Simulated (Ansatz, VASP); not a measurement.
Two plane-wave programs on TePb

```xyz
2
Lattice="0.0000 3.2310 3.2310 3.2310 0.0000 3.2310 3.2310 3.2310 0.0000" Properties=species:S:1:pos:R:3 pbc="T T T"
Pb    0.0000    0.0000    0.0000
Te    3.2310    3.2310    3.2310
```

Alike in both runs: task single point; functional RPBE; dispersion D3(BJ); k mesh 7 × 7 × 7; occupations fermi-dirac, width 0.05 eV; no spin polarisation.

```csv
,VASP,Ansatz
version,VASP 6.6.1,Ansatz 0.2.0
potentials or method,"VASP PAW PBE potentials, release 64 (Pb_d, Te)",Ansatz PAW
plane-wave cutoff (eV),520,420
valence electrons in the cell,20,30
```

|  | VASP | Ansatz | Ansatz less VASP |
| --- | --- | --- | --- |
| pressure (GPa) | -10.5 | -10.4 | +0.05 |

VASP's potentials were made for PBE, not for RPBE. VASP's potentials hold 20 valence electrons a cell and Ansatz's 30, so a difference there can come from the potentials and not from the codes.

Spin-orbit coupling is off throughout.
